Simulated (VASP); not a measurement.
# Ni (P6_3/mmc) in VASP: relaxation of cell and atoms with PBEsol+D3(BJ)

Aim: the relaxation of cell and atoms of Ni with PBEsol+D3(BJ).

Everything below comes from runs of VASP 6.6.1. Logs are shortened: lines on timing, memory, paths and dates and some standing lists are left out, and cuts for length are marked.

## 1. The cell of the first run

Symmetry: P6_3/mmc, No. 194, hexagonal system. Conventional cell: a = 2.448 Å, b = 2.448 Å, c = 4.073 Å, α = 90.00°, β = 90.00°, γ = 120.00°. Within 3.2 Å of Ni (site symmetry -6m2) lie 12 Ni at 2.45 to 2.48 Å.

## 2. Relaxation of cell and atoms, PBEsol+D3(BJ), collinear spin, ferromagnetic start

File INCAR:

```
PREC = Accurate
ENCUT = 600
EDIFF = 1E-6
ISMEAR = -1
SIGMA = 0.1
LREAL = F
LASPH = T
NELM = 150
ALGO = Normal
ISIF = 3
LWAVE = F
LCHARG = F
ISPIN = 2
MAGMOM = 2 2
LORBIT = 11
LMAXMIX = 4
GGA = PS
IVDW = 12
IBRION = 2
NSW = 80
EDIFFG = -0.005
```

File KPOINTS:

```
Automatic mesh
0
Gamma
  14 14 7
```

File POSCAR:

```
Ni
1.0
    2.4480230000      0.0000000000      0.0000000000
   -1.2240110000      2.1200500000      0.0000000000
    0.0000000000      0.0000000000      4.0728080000
Ni
2
Direct
    0.3333333333      0.6666666667      0.2500000000
    0.6666666667      0.3333333333      0.7500000000
```

Potentials or basis: VASP PAW PBE potentials, release 64 (Ni).

The run is started by

```
$ cat potpaw_PBE.64/Ni/POTCAR > POTCAR
$ mpirun -np 1 vasp_std > vasp.out
```

OUTCAR:

```text
PREC = Accurate
   ENCUT = 600
   EDIFF = 1E-6
   ISMEAR = -1
   LREAL = F
   LASPH = T
   NELM = 150
   ISIF = 3
   ISPIN = 2
   LORBIT = 11
   GGA = PS
   IVDW = 12
   IBRION = 2
   NSW = 80
   EDIFFG = -0.005
 IVDW          = 12

 ion  position               nearest neighbor table
   1  0.333  0.667  0.250-   2 2.48   2 2.48   2 2.48   2 2.48   2 2.48   2 2.48
   2  0.667  0.333  0.750-   1 2.48   1 2.48   1 2.48   1 2.48   1 2.48   1 2.48

  LATTYP: Found a hexagonal cell.
 ALAT       =     2.4480230000
 C/A-ratio  =     1.6637131269

  Lattice vectors:

 A1 = (   2.4480230000,   0.0000000000,   0.0000000000)
 A2 = (  -1.2240110000,   2.1200500000,   0.0000000000)
 A3 = (   0.0000000000,   0.0000000000,   4.0728080000)

Analysis of symmetry for initial positions (statically):
=====================================================================
 Subroutine PRICEL returns:
 Original cell was already a primitive cell.

 Routine SETGRP: Setting up the symmetry group for a
 hexagonal supercell.

 Subroutine GETGRP returns: Found 24 space group operations
 (whereof 12 operations were pure point group operations)
 out of a pool of 24 trial point group operations.

The static configuration has the point symmetry D_3d.
 The point group associated with its full space group is D_6h.

Analysis of symmetry for dynamics (positions and initial velocities):
=====================================================================
 Subroutine PRICEL returns:
 Original cell was already a primitive cell.

 Routine SETGRP: Setting up the symmetry group for a
 hexagonal supercell.

 Subroutine GETGRP returns: Found 24 space group operations
 (whereof 12 operations were pure point group operations)
 out of a pool of 24 trial point group operations.

The dynamic configuration has the point symmetry D_3d.
 The point group associated with its full space group is D_6h.

Analysis of structural, dynamic, and magnetic symmetry:
=====================================================================
 Subroutine PRICEL returns:
 Original cell was already a primitive cell.

 Routine SETGRP: Setting up the symmetry group for a
 hexagonal supercell.

 Subroutine GETGRP returns: Found 24 space group operations
 (whereof 12 operations were pure point group operations)
 out of a pool of 24 trial point group operations.

The overall configuration has the point symmetry D_3d.
 The point group associated with its full space group is D_6h.

[... 109 lines left out ...]
   NELECT =      20.0000    total number of electrons
   NUPDOWN=      -1.0000    fix difference up-down
   EMIN   =  10.00;   EMAX   =-10.00  energy-range for DOS
   EFERMI =   0.00;   METHOD = LEGACY
   ISMEAR =    -1;   SIGMA  =   0.10  broadening in eV -4-tet -1-fermi 0-gaus
   EFERMI_NEDOS =   21; number of points for ismear=-14 and -15
   IALGO  =     38    algorithm
   IMIX   =      4    mixing-type and parameters
     AMIX     =   0.40;   BMIX     =  1.00
     AMIX_MAG =   1.60;   BMIX_MAG =  1.00
  volume/ion in A,a.u.               =      10.57        71.32
  Fermi-wavevector in a.u.,A,eV,Ry     =   1.607187  3.037142 35.144515  2.583049
  Thomas-Fermi vector in A             =   2.703255
   LORBIT       =     11    0 simple, 1 ext, 2 COOP (PROOUT), +10 PAW based schemes
   GGA     = PS    functional components
   LHFCALC =     F    Hartree Fock is set to
   AEXX    =    0.0000 exact exchange contribution
   IVDW    =    12    specifies the selected vdW correction
   LEPSILON=     F    determine dielectric tensor
   LRPA    =     F    only Hartree local field effects (RPA)
 conjugate gradient relaxation of ions
 spin polarized calculation
  energy-cutoff  :      600.00
  volume of cell :       21.14
 maximum number of plane-waves:       726
 NGX is ok and might be reduce to    20
   NGX =  9   NGY =  9   NGZ = 17

--------------------------------------- Ionic step        1  -------------------------------------------

 number of electron      20.0000006 magnetization       1.2049787

 Free energy of the ion-electron system (eV)
  ---------------------------------------------------
  ext. energy  EPLUGINS =         0.00000000
  ---------------------------------------------------
  free energy    TOTEN  =       -12.27525597 eV

  energy without entropy =      -12.15116578  energy(sigma->0) =      -12.21321088

 E-fermi :   9.6112     XC(G=0): -13.6067

 val. band max:        9.6092743742   @ k =   0.4286   0.0714   0.1429
 cond. band min:       9.6137098734   @ k =   0.0000   0.0000   0.0000
 fundamental gap:      0.0044354991
 Fermi energy:         9.6111627030

 spin component 1

 k-point     1 :       0.0000    0.0000    0.0000
  band No.  band energies     occupation
      1       0.3375      1.00000
      2       4.5886      1.00000
      3       7.0679      1.00000
      4       7.2273      1.00000
      5       7.2274      1.00000
      6       7.4929      1.00000
[... 1020 lines left out ...]
  FREE ENERGIE OF THE ION-ELECTRON SYSTEM (eV)
  ---------------------------------------------------
  free  energy   TOTEN  =       -13.1641205394 eV

  energy  without entropy=      -13.0442811669  energy(sigma->0) =      -13.10420085

[... ionic steps 4 to 8 ...]

--------------------------------------- Ionic step        9  -------------------------------------------

 number of electron      20.0000005 magnetization       1.1733418

------------------------ aborting loop because EDIFF is reached ----------------------------------------
[... 75 lines left out ...]
--------------------------------------- Ionic step       11  -------------------------------------------

 number of electron      20.0000005 magnetization       1.1739720

 Free energy of the ion-electron system (eV)
  ---------------------------------------------------
  ext. energy  EPLUGINS =         0.00000000
  ---------------------------------------------------
  free energy    TOTEN  =       -12.26733977 eV

  energy without entropy =      -12.14658318  energy(sigma->0) =      -12.20696148

 E-fermi :  10.2671     XC(G=0): -13.8720

 val. band max:       10.2662150919   @ k =   0.4286   0.1429   0.2857
 cond. band min:      10.2675752902   @ k =   0.4286   0.0714   0.1429
 fundamental gap:      0.0013601983
 Fermi energy:        10.2670629491

 spin component 1

 k-point     1 :       0.0000    0.0000    0.0000
  band No.  band energies     occupation
      1       0.6736      1.00000
      2       5.0158      1.00000
      3       7.6754      1.00000
      4       7.7769      1.00000
      5       7.7769      1.00000
      6       8.0795      1.00000
[... 940 lines left out ...]
  FREE ENERGIE OF THE ION-ELECTRON SYSTEM (eV)
  ---------------------------------------------------
  free  energy   TOTEN  =       -13.1650912279 eV

  energy  without entropy=      -13.0443346313  energy(sigma->0) =      -13.10471293

 reached required accuracy - stopping structural energy minimisation

 total charge

# of ion       s       p       d       tot
------------------------------------------
    1        0.532   0.571   8.352   9.455
    2        0.532   0.571   8.352   9.455
--------------------------------------------------
tot          1.063   1.142  16.704  18.910

 magnetization (x)

# of ion       s       p       d       tot
------------------------------------------
    1       -0.005  -0.023   0.618   0.590
    2       -0.005  -0.023   0.618   0.590
--------------------------------------------------
tot         -0.010  -0.046   1.236   1.180
```

OSZICAR:

```text
N       E                     dE             d eps       ncg     rms          rms(c)
DAV:   1     0.876685150924E+02    0.87669E+02   -0.10701E+04  6368   0.203E+03
DAV:   2    -0.117800751878E+02   -0.99449E+02   -0.93646E+02  6192   0.272E+02
[... 89 lines left out ...]
DAV:   1    -0.122675944685E+02    0.50184E-03   -0.20773E-03  6200   0.899E-01    0.136E-01
DAV:   2    -0.122674151937E+02    0.17927E-03   -0.11965E-03  6408   0.764E-01    0.662E-02
DAV:   3    -0.122673459743E+02    0.69219E-04   -0.19838E-04  6328   0.305E-01    0.210E-02
DAV:   4    -0.122673411255E+02    0.48489E-05   -0.13188E-06  5680   0.135E-02    0.104E-02
DAV:   5    -0.122673399436E+02    0.11819E-05   -0.58908E-07  3304   0.806E-03    0.237E-03
DAV:   6    -0.122673397742E+02    0.16938E-06   -0.10027E-07  3096   0.358E-03
  11 F= -.13165091E+02 E0= -.13104713E+02  d E =-.641135E-05  mag=     1.1739
```

CONTCAR:

```text
Ni
   1.00000000000000
     2.4245329899369876   -0.0000000056275749    0.0000000000000000
    -1.2122660046398674    2.0997070604781092   -0.0000000000000000
    -0.0000000000000000    0.0000000000000000    3.9741326660379306
  Ni
     2
Direct
     0.3333333332999970    0.6666666667000030    0.2500000000000000
     0.6666666667000030    0.3333333332999970    0.7500000000000000

  0.00000000E+00  0.00000000E+00  0.00000000E+00
  0.00000000E+00  0.00000000E+00  0.00000000E+00
```

Wall time 3.1 min (1 thread of Intel Xeon 6975P-C (Granite Rapids), shared host); peak memory 0.21 GiB.

Results:

```yaml
Free_energy: -13.1651 eV
Relaxed_volume: 10.12 Å³/atom
Relaxed_cell: a = 2.425 Å, b = 2.425 Å, c = 3.974 Å, α = 90.00°, β = 90.00°, γ = 120.00°
Space_group_after_relaxing_to_0.05_Å: P6_3/mmc (No. 194)
Energy_gained_by_relaxing: 15.3 meV/atom
Ionic_steps: 11
Pressure_after_relaxing: 0.0 GPa
Net_moment: 1.17 μB per cell
Site_moments: Ni +0.59 μB
Valence_electrons_inside_the_program's_atomic_spheres: Ni 9.46
Dispersion_energy_per_atom: -0.449 eV
```

Step by step:
```tsv
step	energy change (eV)	largest force (eV/Å)	pressure (GPa)	volume (Å³)
1	0.0000	0.0000	-9.52	21.14
2	0.0072	0.0000	13.28	19.27
3	-0.0297	0.0000	0.19	20.22
4	-0.0297	0.0000	0.37	20.20
5	-0.0306	0.0000	0.18	20.22
6	-0.0306	0.0000	0.18	20.22
7	-0.0307	0.0000	0.19	20.22
8	-0.0306	0.0000	0.18	20.22
9	-0.0306	0.0000	0.18	20.22
10	-0.0306	0.0000	-0.22	20.25
11	-0.0307	0.0000	0.02	20.23
```

Final structure:
```
Ni
1.0
     2.42453    0.00000    0.00000
    -1.21227    2.09971    0.00000
     0.00000    0.00000    3.97413
Ni
2
Cartesian
  0.0000 1.3998 0.9935
  1.2123 0.6999 2.9806
```

Levels at points of the mesh, in eV from the Fermi level:
Spin up:
| k point | band 8 | band 9 | band 10 | band 11 | band 12 | band 13 | band 14 | band 15 |
| --- | --- | --- | --- | --- | --- | --- | --- | --- |
| (0.00, 0.00, 0.00) | -1.74 | -1.74 | -0.69 | -0.69 | -0.53 | 6.14 | 23.21 | 25.70 |
| (0.50, 0.00, 0.00) | -0.55 | -0.48 | -0.41 | 1.27 | 3.30 | 9.76 | 10.41 | 12.96 |
Spin down:
```
           k point  band 8  band 9  band 10  band 11  band 12  band 13
(0.00, 0.00, 0.00)   -1.10   -1.10    -0.55    -0.01    -0.01     6.52
(0.50, 0.00, 0.00)    0.15    0.21     0.29     1.73     3.66     9.90
```

Caveat: the PAW data sets were made with another functional, which shifts forces and pressure a little; pairwise dispersion overbinds metals, which lowers pressure and volume.
